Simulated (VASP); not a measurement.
A run of VASP 6.6.1:

File INCAR:

```
SYSTEM = WS2
PREC     = Accurate       ! precision mode
ENCUT    = 520            ! plane-wave cutoff, eV
EDIFF    = 1E-6           ! SCF threshold, eV
ISMEAR   = 0              ! smearing method
SIGMA    = 0.02           ! smearing width, eV
LREAL    = .False.        ! projectors in reciprocal space
LASPH    = .True.         ! aspherical terms in the spheres
NELM     = 80             ! most SCF steps
ALGO     = Normal         ! electronic algorithm
ISIF     = 2              ! what is computed and relaxed
LWAVE    = .False.        ! write WAVECAR
LCHARG   = .False.        ! write CHGCAR
GGA      = PE             ! functional
NBANDS   = 35             ! bands
```

The input KPOINTS:

```
Automatic mesh
0
Gamma
  12 12 2
  0 0 0
```

Contents of POSCAR:

```
WS2
1.0
    3.1877751740      0.0000000029      0.0000000000
   -1.5938875895      2.7606942808      0.0000000000
    0.0000000000      0.0000000000     14.8712784403
W S
2 4
Direct
    0.3333333333      0.6666666667      0.2500000000
    0.6666666667      0.3333333333      0.7500000000
    0.3333333333      0.6666666667      0.6443541067
    0.6666666667      0.3333333333      0.1443541067
    0.3333333333      0.6666666667      0.8556458933
    0.6666666667      0.3333333333      0.3556458933
```

Potentials or basis: VASP PAW PBE potentials, release 64 (W_sv, S).

Run with:

```console
$ cat potpaw_PBE.64/W_sv/POTCAR potpaw_PBE.64/S/POTCAR > POTCAR
$ mpirun -np 1 vasp_std > vasp.out
```

Hardware: 1 thread of Intel Xeon 6975P-C, on a shared host.

Task: How long does it take, and how much memory?

Result: It took 2.3 min on 1 thread of Intel Xeon 6975P-C, with other jobs on the host, peak memory 0.32 GiB. Counts: scf iterations 16, k points 38.
